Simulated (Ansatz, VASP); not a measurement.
# One calculation of In2O3, two programs

File INCAR:

```
PREC = Accurate
ENCUT = 600
EDIFF = 1E-7
ISMEAR = 0
SIGMA = 0.01
LREAL = False
LASPH = True
NELM = 120
ALGO = Normal
ISIF = 3
LWAVE = False
LCHARG = False
IBRION = 2
NSW = 80
EDIFFG = -0.01
GGA_COMPAT = False
NELMIN = 4
```

The input KPOINTS:

```
regular mesh
0
Gamma
  6 6 6
```

The input POSCAR:

```
In2O3
1.0
    2.7435000000      1.5839604635      4.8366666667
   -2.7435000000      1.5839604635      4.8366666667
    0.0000000000     -3.1679209270      4.8366666667
In O
4 6
Direct
    0.3573103333      0.3573103333      0.3573103333
    0.1426896667      0.1426896667      0.1426896667
    0.6426896667      0.6426896667      0.6426896667
    0.8573103333      0.8573103333      0.8573103333
    0.5480000000      0.9520000000      0.2500000000
    0.2500000000      0.5480000000      0.9520000000
    0.7500000000      0.4520000000      0.0480000000
    0.9520000000      0.2500000000      0.5480000000
    0.4520000000      0.0480000000      0.7500000000
    0.0480000000      0.7500000000      0.4520000000
```

Input for Ansatz:

```yaml
crystal:
  lattice:
    a: 5.487
    b: 5.487
    c: 14.51
    alpha: 90.0
    beta: 90.0
    gamma: 120.0
  space_group: 167
  atoms:
    - { symbol: In, position: [0.3333333333333333, 0.6666666666666666, 0.023977] }
    - { symbol: O, position: [0.298, 0.0, 0.25] }
  reduce_to_primitive: true
basis:
  ecutwfc: 653.073269903712
  xc_grid: 3
kpoints:
  mp_grid:
    grid: [6, 6, 6]
hamiltonian:
  xc: lda
scf:
  max_iter: 200
  n_extra_bands: 6
  occupations:
    method: fixed
relax:
  cell: {}
```

Alike in both runs: task relaxation of cell and atoms; functional LDA; k mesh 6 × 6 × 6; no spin polarisation.

```csv
,VASP,Ansatz
version,VASP 6.6.1,Ansatz 0.2.0
potentials or method,"VASP PAW LDA potentials, release 64 (In_d, O), cutoff 600 eV","plane waves, PAW"
occupations,"gaussian, width 0.01 eV",fixed
valence electrons in the cell,88,88
```

```csv
,VASP,Ansatz,Ansatz less VASP
relaxed volume (Å³/atom),12.41,12.37,-0.039
relaxed length of the cell vector where the two differ most in proportion (Å),5.742,5.735,-0.0074
```

LDA's correlation is that of Perdew and Zunger in VASP and of Perdew and Wang (1992) in Ansatz.
